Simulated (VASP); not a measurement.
# SnO (P6_3/mmc) in VASP: relaxation of cell and atoms with PBE

Aim: the relaxation of cell and atoms of SnO with PBE.

Program: VASP 6.6.1. These are calculated values, not measurements. Logs are shortened: lines on timing, memory, paths and dates and some standing lists are left out, and cuts for length are marked.

## (1) The cell of the first run

The structure is hexagonal, space group P6_3/mmc (No. 194). The conventional cell has a = 3.871 Å, b = 3.871 Å, c = 7.458 Å, α = 90.00°, β = 90.00°, γ = 120.00°. Within 3.0 Å of Sn (site symmetry -6m2) lie 3 O at 2.24 Å. O (site symmetry -6m2) has 3 Sn at 2.24 Å within 3.0 Å.

The cell was built from a structure type or drawn by symmetry, and may not be a known phase.

## (2) Relaxation of cell and atoms, PBE

INCAR reads:

```
SYSTEM = SnO
ALGO     = Normal         ! electronic algorithm
EDIFF    = 1E-6           ! SCF threshold, eV
EDIFFG   = -0.01          ! ionic threshold
ENCUT    = 600            ! plane-wave cutoff, eV
GGA      = PE             ! functional
IBRION   = 2              ! ionic algorithm
ISIF     = 3              ! what is computed and relaxed
ISMEAR   = 0              ! smearing method
LASPH    = .TRUE.         ! aspherical terms in the spheres
LCHARG   = .FALSE.        ! write CHGCAR
LREAL    = .FALSE.        ! projectors in reciprocal space
LWAVE    = .FALSE.        ! write WAVECAR
NELM     = 60             ! most SCF steps
NSW      = 100            ! ionic steps
PREC     = Accurate       ! precision mode
SIGMA    = 0.1            ! smearing width, eV
```

KPOINTS reads:

```
k-points
0
G
  12 12 6
  0 0 0
```

POSCAR reads:

```
SnO
1.0
    3.8714649427      0.0000000000      0.0000000000
   -1.9357324714      3.3527869902      0.0000000000
    0.0000000000      0.0000000000      7.4579643390
Sn O
2 2
Direct
    0.3333333333      0.6666666667      0.7500000000
    0.6666666667      0.3333333333      0.2500000000
    0.0000000000      0.0000000000      0.2500000000
    0.0000000000      0.0000000000      0.7500000000
```

Potentials or basis: VASP PAW PBE potentials, release 64 (Sn_d, O).

On the command line:

```bash
$ cat potpaw_PBE.64/Sn_d/POTCAR potpaw_PBE.64/O/POTCAR > POTCAR
$ mpirun -np 1 vasp_std > vasp.out
```

OUTCAR:

```text
SYSTEM = SnO
   EDIFF = 1E-6
   EDIFFG = -0.01
   ENCUT = 600
   GGA = PE
   IBRION = 2
   ISIF = 3
   ISMEAR = 0
   LASPH = .TRUE.
   LREAL = .FALSE.
   NELM = 60
   NSW = 100
   PREC = Accurate

 ion  position               nearest neighbor table
   1  0.333  0.667  0.750-   4 2.24   4 2.24   4 2.24
   2  0.667  0.333  0.250-   3 2.24   3 2.24   3 2.24
   3  0.000  0.000  0.250-   2 2.24   2 2.24   2 2.24
   4  0.000  0.000  0.750-   1 2.24   1 2.24   1 2.24

  LATTYP: Found a hexagonal cell.
 ALAT       =     3.8714649427
 C/A-ratio  =     1.9263933548

  Lattice vectors:

 A1 = (   3.8714649427,   0.0000000000,   0.0000000000)
 A2 = (  -1.9357324714,   3.3527869902,   0.0000000000)
 A3 = (   0.0000000000,   0.0000000000,   7.4579643390)

Analysis of symmetry for initial positions (statically):
=====================================================================
 Subroutine PRICEL returns:
 Original cell was already a primitive cell.

 Routine SETGRP: Setting up the symmetry group for a
 hexagonal supercell.

 Subroutine GETGRP returns: Found 24 space group operations
 (whereof 12 operations were pure point group operations)
 out of a pool of 24 trial point group operations.

The static configuration has the point symmetry D_3d.
 The point group associated with its full space group is D_6h.

Analysis of symmetry for dynamics (positions and initial velocities):
=====================================================================
 Subroutine PRICEL returns:
 Original cell was already a primitive cell.

 Routine SETGRP: Setting up the symmetry group for a
 hexagonal supercell.

 Subroutine GETGRP returns: Found 24 space group operations
 (whereof 12 operations were pure point group operations)
 out of a pool of 24 trial point group operations.

The dynamic configuration has the point symmetry D_3d.
 The point group associated with its full space group is D_6h.

 Subroutine INISYM returns: Found 24 space group operations
 (whereof 12 operations are pure point group operations),
 and found     1 'primitive' translations

----------------------------------------------------------------------------------------

                                     Primitive cell

  volume of cell :      96.8058

  direct lattice vectors                    reciprocal lattice vectors
     3.871464943  0.000000000  0.000000000     0.258300156  0.149129665  0.000000000
    -1.935732471  3.352786990  0.000000000     0.000000000  0.298259330  0.000000000
     0.000000000  0.000000000  7.457964339     0.000000000  0.000000000  0.134084846

  length of vectors
     3.871464943  3.871464943  7.457964339     0.298259330  0.298259330  0.134084846

  position of ions in fractional coordinates (direct lattice)
     0.333333333  0.666666667  0.750000000
     0.666666667  0.333333333  0.250000000
     0.000000000  0.000000000  0.250000000
     0.000000000  0.000000000  0.750000000

  ion indices of the primitive-cell ions
   primitive index   ion index
                 1           1
                 2           2
                 3           3
                 4           4

----------------------------------------------------------------------------------------

 KPOINTS: k-points

Automatic generation of k-mesh.
 Grid dimensions read from file:
 generate k-points for:   12   12    6

 Generating k-lattice:

  Cartesian coordinates                     Fractional coordinates (reciprocal lattice)
     0.021525013  0.012427472  0.000000000     0.083333333  0.000000000  0.000000000
     0.000000000  0.024854944  0.000000000     0.000000000  0.083333333  0.000000000
     0.000000000  0.000000000  0.022347474     0.000000000  0.000000000  0.166666667

  Length of vectors
     0.024854944  0.024854944  0.022347474

  Shift w.r.t. Gamma in fractional coordinates (k-lattice)
     0.000000000  0.000000000  0.000000000

 Subroutine IBZKPT returns following result:
 ===========================================

 Found     76 irreducible k-points:

 Following reciprocal coordinates:
            Coordinates               Weight
  0.000000  0.000000  0.000000      1.000000
  0.083333 -0.000000  0.000000      6.000000
  0.166667  0.000000  0.000000      6.000000
  0.250000  0.000000  0.000000      6.000000
  0.333333 -0.000000  0.000000      6.000000
  0.416667  0.000000  0.000000      6.000000
[... 16 lines left out ...]
  0.250000  0.000000  0.166667     12.000000
  0.333333 -0.000000  0.166667     12.000000
 [... further k-points ...]
   k-points           NKPTS =     76   k-points in BZ     NKDIM =     76   number of bands    NBANDS=     24
   number of dos      NEDOS =    301   number of ions     NIONS =      4
   total plane-waves  NPLWV =  61440
   dimension x,y,z NGX =    32 NGY =   32 NGZ =   60
   dimension x,y,z NGXF=    64 NGYF=   64 NGZF=  120
   ions per type =               2   2
   NGX,Y,Z   is equivalent  to a cutoff of  13.74, 13.74, 13.37 a.u.
   NGXF,Y,Z  is equivalent  to a cutoff of  27.48, 27.48, 26.75 a.u.
 SYSTEM =  SnO
   PREC   = accura    normal or accurate (medium, high low for compatibility)
   ISTART =      0    job   : 0-new  1-cont  2-samecut
   ICHARG =      2    charge: 1-file 2-atom 10-const
   ISPIN  =      1    spin polarized calculation?
   LNONCOLLINEAR =      F non collinear calculations
   LSORBIT =      F    spin-orbit coupling
   LASPH  =      T    aspherical Exc in radial PAW
   ENCUT  =  600.0 eV  44.10 Ry    6.64 a.u.   7.73  7.73 14.90*2*pi/ulx,y,z
   NELM   =     60;   NELMIN=  2; NELMDL= -5     # of ELM steps
   EDIFF  = 0.1E-05   stopping-criterion for ELM
   LREAL  =      F    real-space projection
   EDIFFG = -.1E-01   stopping-criterion for IOM
   NSW    =    100    number of steps for IOM
   IBRION =      2    ionic relax: 0-MD 1-quasi-New 2-CG
   NFREE  =      1    steps in history (QN), initial steepest desc. (CG)
   ISIF   =      3    stress and relaxation
   ISYM   =      2    0-nonsym 1-usesym 2-fastsym
   POTIM  = 0.5000    time-step for ionic-motion
   TEBEG  =    0.0;   TEEND  =   0.0 temperature during run
   PSTRESS=    0.0 pullay stress
   NELECT =      40.0000    total number of electrons
   NUPDOWN=      -1.0000    fix difference up-down
   EMIN   =  10.00;   EMAX   =-10.00  energy-range for DOS
   EFERMI =   0.00;   METHOD = LEGACY
   ISMEAR =     0;   SIGMA  =   0.10  broadening in eV -4-tet -1-fermi 0-gaus
   EFERMI_NEDOS =   21; number of points for ismear=-14 and -15
   IALGO  =     38    algorithm
   IMIX   =      4    mixing-type and parameters
     AMIX     =   0.40;   BMIX     =  1.00
     AMIX_MAG =   1.60;   BMIX_MAG =  1.00
  volume/ion in A,a.u.               =      24.20       163.32
  Fermi-wavevector in a.u.,A,eV,Ry     =   1.219348  2.304233 20.229268  1.486809
  Thomas-Fermi vector in A             =   2.354603
   LORBIT       =      0    0 simple, 1 ext, 2 COOP (PROOUT), +10 PAW based schemes
   GGA     = PE    functional components
   LHFCALC =     F    Hartree Fock is set to
   AEXX    =    0.0000 exact exchange contribution
   IVDW    =     0    specifies the selected vdW correction
   LEPSILON=     F    determine dielectric tensor
   LRPA    =     F    only Hartree local field effects (RPA)
 conjugate gradient relaxation of ions
 non-spin polarized calculation
 Gauss-broadening in eV      SIGMA  =   0.10
  energy-cutoff  :      600.00
  volume of cell :       96.81
 maximum number of plane-waves:      3264
 NGX is ok and might be reduce to    32
   NGX = 15   NGY = 15   NGZ = 29

--------------------------------------- Ionic step        1  -------------------------------------------

 number of electron      39.9999994 magnetization

 Free energy of the ion-electron system (eV)
  ---------------------------------------------------
  ext. energy  EPLUGINS =         0.00000000
  ---------------------------------------------------
  free energy    TOTEN  =       -20.20307037 eV

  energy without entropy =      -20.19272004  energy(sigma->0) =      -20.19789520

------------------------ aborting loop because EDIFF is reached ----------------------------------------

  FORCE on cell =-STRESS in cart. coord.  units (eV):
  Direction    XX          YY          ZZ          XY          YZ          ZX
  --------------------------------------------------------------------------------------
  -------------------------------------------------------------------------------------
  Total        0.2974889      0.2974889      0.2252310     -0.0000000      0.0000000      0.0000000
  in kB        4.9235654      4.9235654      3.7276677     -0.0000000      0.0000000      0.0000000
  external PRESSURE =       4.5249328 kB  Pullay stress =       0.0000000 kB
[... 95 lines left out ...]
  FREE ENERGIE OF THE ION-ELECTRON SYSTEM (eV)
  ---------------------------------------------------
  free  energy   TOTEN  =       -20.2043834660 eV

  energy  without entropy=      -20.1945753420  energy(sigma->0) =      -20.19947940

[... ionic steps 4 to 10 ...]

--------------------------------------- Ionic step       11  -------------------------------------------

 number of electron      40.0000001 magnetization

------------------------ aborting loop because EDIFF is reached ----------------------------------------

  FORCE on cell =-STRESS in cart. coord.  units (eV):
  Direction    XX          YY          ZZ          XY          YZ          ZX
  --------------------------------------------------------------------------------------
  -------------------------------------------------------------------------------------
  Total        0.2028660      0.2028660     -0.0334128     -0.0000000     -0.0000000      0.0000000
  in kB        2.9615874      2.9615874     -0.4877850     -0.0000000     -0.0000000      0.0000000
  external PRESSURE =       1.8117966 kB  Pullay stress =       0.0000000 kB
[... 61 lines left out ...]
  energy  without entropy=      -20.2114682002  energy(sigma->0) =      -20.21356914

--------------------------------------- Ionic step       13  -------------------------------------------

 number of electron      39.9999995 magnetization

 Free energy of the ion-electron system (eV)
  ---------------------------------------------------
  ext. energy  EPLUGINS =         0.00000000
  ---------------------------------------------------
  free energy    TOTEN  =       -20.21567194 eV

  energy without entropy =      -20.21146958  energy(sigma->0) =      -20.21357076

 E-fermi :   3.4406     XC(G=0):  -7.9853

 val. band max:        3.4310821953   @ k =   0.5000   0.0000   0.0000
 cond. band min:       3.4848039936   @ k =   0.4167   0.0000   0.0000
 fundamental gap:      0.0537217983
 Fermi energy:         3.4406439271

 k-point     1 :       0.0000    0.0000    0.0000
  band No.  band energies     occupation
      1     -18.5516      2.00000
      2     -18.5505      2.00000
      3     -18.3536      2.00000
      4     -18.3536      2.00000
      5     -18.3521      2.00000
      6     -18.3521      2.00000
[... 637 lines left out ...]
     23       5.9226      0.00000
     24       6.3113      0.00000

 [... further k-points ...]
[... 5 lines left out ...]
  --------------------------------------------------------------------------------------
  -------------------------------------------------------------------------------------
  Total       -0.0367655     -0.0367655     -0.0249838      0.0000000      0.0000000     -0.0000000
  in kB       -0.5380812     -0.5380812     -0.3656500      0.0000000      0.0000000     -0.0000000
  external PRESSURE =      -0.4806041 kB  Pullay stress =       0.0000000 kB
[... 19 lines left out ...]
  FREE ENERGIE OF THE ION-ELECTRON SYSTEM (eV)
  ---------------------------------------------------
  free  energy   TOTEN  =       -20.2156719351 eV

  energy  without entropy=      -20.2114695823  energy(sigma->0) =      -20.21357076

 reached required accuracy - stopping structural energy minimisation
```

It took 8.1 min on 1 thread of Intel Xeon 6975P-C (Granite Rapids), shared host; peak memory 0.37 GiB.

What came out:

```yaml
Free_energy: -20.2157 eV
Relaxed_volume: 27.37 Å³/atom
Relaxed_cell: a = 3.898 Å, b = 3.898 Å, c = 8.320 Å, α = 90.00°, β = 90.00°, γ = 120.00°
Space_group_after_relaxing_to_0.1_Å: P6_3/mmc (No. 194)
Energy_gained_by_relaxing: 3.2 meV/atom
Ionic_steps: 13
Pressure_after_relaxing: 0.0 GPa
```

The path:
```tsv
step	energy change (eV)	largest force (eV/Å)	pressure (GPa)	volume (Å³)
1	0.0000	0.0000	0.45	96.81
2	-0.0013	0.0000	0.00	97.77
3	-0.0013	0.0000	0.08	97.70
4	-0.0013	0.0000	0.00	97.74
5	-0.0024	0.0000	0.00	98.24
6	-0.0052	0.0000	-0.08	99.74
7	-0.0088	0.0000	-0.20	102.75
8	-0.0105	0.0000	-0.49	108.84
9	-0.0118	0.0000	-0.34	109.09
10	-0.0125	0.0000	-0.17	109.31
11	-0.0122	0.0000	0.18	109.75
12	-0.0126	0.0000	-0.06	109.46
13	-0.0126	0.0000	-0.05	109.47
```

Final structure:
```cif
data_structure
_symmetry_space_group_name_H-M 'P 1'
_symmetry_Int_Tables_number 1
_cell_length_a 3.8978
_cell_length_b 3.8978
_cell_length_c 8.3200
_cell_angle_alpha 90.000
_cell_angle_beta 90.000
_cell_angle_gamma 120.000
_cell_volume 109.47
loop_
_atom_site_label
_atom_site_type_symbol
_atom_site_fract_x
_atom_site_fract_y
_atom_site_fract_z
_atom_site_occupancy
Sn1 Sn 0.33333 0.66667 0.75000 1
Sn2 Sn 0.66667 0.33333 0.25000 1
O1 O 0.00000 0.00000 0.25000 1
O2 O 0.00000 0.00000 0.75000 1
```

Levels at points of the mesh, in eV from the Fermi level:
```tsv
k point	band 17	band 18	band 19	band 20	band 21	band 22	band 23	band 24
(0.00, 0.00, 0.00)	-3.82	-3.79	-3.79	-3.51	0.53	3.00	4.46	4.46
(0.50, 0.00, 0.00)	-3.31	-2.87	-1.50	-1.00	-0.01	1.64	2.05	2.54
(0.00, 0.00, 0.50)	-3.80	-3.80	-3.80	-3.80	1.28	1.28	4.68	4.68
(0.50, 0.00, 0.50)	-3.11	-3.11	-1.24	-1.24	0.54	0.54	2.81	2.81
```

Caveat: spin-orbit coupling is left out, which moves the levels of the heavy elements.
